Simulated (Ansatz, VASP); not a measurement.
**SnSe2 in VASP and in Ansatz**

Contents of INCAR:

```
PREC     = Accurate       # precision mode
ENCUT    = 520            # plane-wave cutoff, eV
EDIFF    = 1E-6           # SCF threshold, eV
ISMEAR   = -1             # smearing method
SIGMA    = 0.05           # smearing width, eV
LREAL    = False          # projectors in reciprocal space
LASPH    = True           # aspherical terms in the spheres
NELM     = 80             # most SCF steps
ALGO     = Normal         # electronic algorithm
ISIF     = 2              # what is computed and relaxed
LWAVE    = False          # write WAVECAR
LCHARG   = False          # write CHGCAR
GGA      = PE             # functional
NBANDS   = 20             # bands
```

Contents of KPOINTS:

```
Automatic mesh
0
Gamma
  7 7 4
```

POSCAR

```
SnSe2
1.0
    3.8110000000      0.0000000000      0.0000000000
   -1.9055000000      3.3004228138      0.0000000000
    0.0000000000      0.0000000000      6.1973600000
Sn Se
1 2
Direct
    0.0000000000      0.0000000000      0.0000000000
    0.6666666667      0.3333333333      0.7510000000
    0.3333333333      0.6666666667      0.2490000000
```

input.yaml

```yaml
crystal:
  lattice:
    - [3.811, 0.0, 0.0]
    - [-1.9055, 3.3004228138, 0.0]
    - [0.0, 0.0, 6.19736]
  atoms:
    - { symbol: Sn, position: [0.0, 0.0, 0.0] }
    - { symbol: Se, position: [0.6666666667, 0.3333333333, 0.751] }
    - { symbol: Se, position: [0.3333333333, 0.6666666667, 0.249] }
hamiltonian:
  xc: pbe
  pseudopotentials: { kind: paw }
kpoints:
  mp_grid: { grid: [7, 7, 4] }
  band_path:
    path:
      - [[0.0, 0.0, 0.0], [0.5, 0.0, 0.0], [0.3333333333, 0.3333333333, 0.0], [0.0, 0.0, 0.0], [0.0, 0.0, 0.5], [0.5, 0.0, 0.5], [0.3333333333, 0.3333333333, 0.5], [0.0, 0.0, 0.5]]
      - [[0.5, 0.0, 0.5], [0.5, 0.0, 0.0]]
      - [[0.3333333333, 0.3333333333, 0.0], [0.3333333333, 0.3333333333, 0.5]]
    npoints: 14
scf:
  occupations: { method: fermi_dirac, width: 0.05 }
  n_extra_bands: 7
output:
  forces: true
  stress: true
  eigenvalues: true
  fatbands: true
```

Alike in both runs: functional PBE; k mesh 7 × 7 × 4; occupations fermi-dirac, width 0.05 eV; no spin polarisation.

```csv
,VASP,Ansatz
version,VASP 6.6.1,Ansatz 0.2.0
potentials or method,"VASP PAW PBE potentials, release 64 (Sn_d, Se)",Ansatz PAW
plane-wave cutoff (eV),520,420
valence electrons in the cell,26,46
task,single point,band structure
```

VASP gave:

| Property | Result |
| --- | --- |
| gap on the k mesh at the Fermi level (eV) | 0.85 |
| least direct gap on the mesh (eV) | 1.16 |
| pressure (GPa) | 4.9 |
| traceless stress, the component that is largest in VASP (GPa) | 0.63 |
| rms of the force components (eV/Å) | 0.307 |

Which values does Ansatz return?

gap on the k mesh at the Fermi level (eV): 0.86; least direct gap on the mesh (eV): 1.17; pressure (GPa): 4.8; traceless stress, the component that is largest in VASP (GPa): 0.63; rms of the force components (eV/Å): 0.299.

Atom by atom the forces differ by 0.007 eV/Å (rms over components). With one functional, cell and mesh, what is left measures potentials, basis and numerics. VASP's potentials hold 26 valence electrons a cell and Ansatz's 46, so a difference there can come from the potentials and not from the codes.

Noted on Ansatz's run: the k mesh misses the band edges, so the gap on the mesh is wider than the one along the path.
